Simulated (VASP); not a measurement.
A run of VASP 6.6.1 is set up as follows.

Contents of POSCAR:

```
SnO2
1.0
    4.6170235687      0.0000000000      0.0000000000
    0.0000000000      4.6172558849      0.0000000000
    0.0000000000      0.0000000000      3.2967320809
Sn O
2 4
Direct
    0.5000000000      0.5000000000      0.5000000000
    0.0000000000      0.0000000000      0.0000000000
    0.3058623571      0.3059582263      0.0000000000
    0.8058623571      0.1940417737      0.5000000000
    0.1941376429      0.8059582263      0.5000000000
    0.6941376429      0.6940417737      0.0000000000
```

The input INCAR.step1:

```
PREC = Accurate ; ENCUT = 520
ISMEAR = 0 ; SIGMA = 0.05
LREAL = False ; LASPH = True
NELM = 60 ; NBANDS = 35
GGA = PE ; ALGO = Normal
EDIFF = 1E-4 ; LWAVE = True
LCHARG = False
```

INCAR.step2

```
PREC = Accurate ; ENCUT = 520
EDIFF = 1E-6 ; ISMEAR = 0
SIGMA = 0.05 ; LREAL = False
LASPH = True ; NELM = 60
ALGO = Normal ; ISIF = 2
LWAVE = False ; LCHARG = False
METAGGA = R2SCAN ; LMIXTAU = True
NBANDS = 35 ; ISTART = 1
```

File KPOINTS:

```
Automatic mesh
0
Gamma
  6 6 8
```

Potentials or basis: VASP PAW PBE potentials, release 64 (Sn_d, O).

The run is started by

```console
$ cat potpaw_PBE.64/Sn_d/POTCAR potpaw_PBE.64/O/POTCAR > POTCAR
$ cp INCAR.step1 INCAR
$ mpirun -np 1 vasp_std > vasp.out
$ cp INCAR.step2 INCAR
$ mpirun -np 1 vasp_std > vasp.out
```

**Question.** Predict the pressure.

**Answer.** 6.5 GPa.

**Question.** What does it give for the band gap on the k mesh?

**Answer.** 2.02 eV, direct.

**Question.** Predict the largest force.

**Answer.** 0.195 eV/Å.

Forces in eV/Å, atoms in the order of the input:
```
Sn   0.000  0.000  0.000
Sn   0.000  0.000  0.000
O    0.138  0.138  0.000
O    0.138 -0.138  0.000
O   -0.138  0.138  0.000
O   -0.138 -0.138  0.000
```

Caveat: the cell differs from its parent crystal (strain -0.030 along x and y, +0.030 along z); the PAW data sets were made with another functional, which shifts forces and pressure a little; spin-orbit coupling is left out, which moves the levels of the heavy elements.
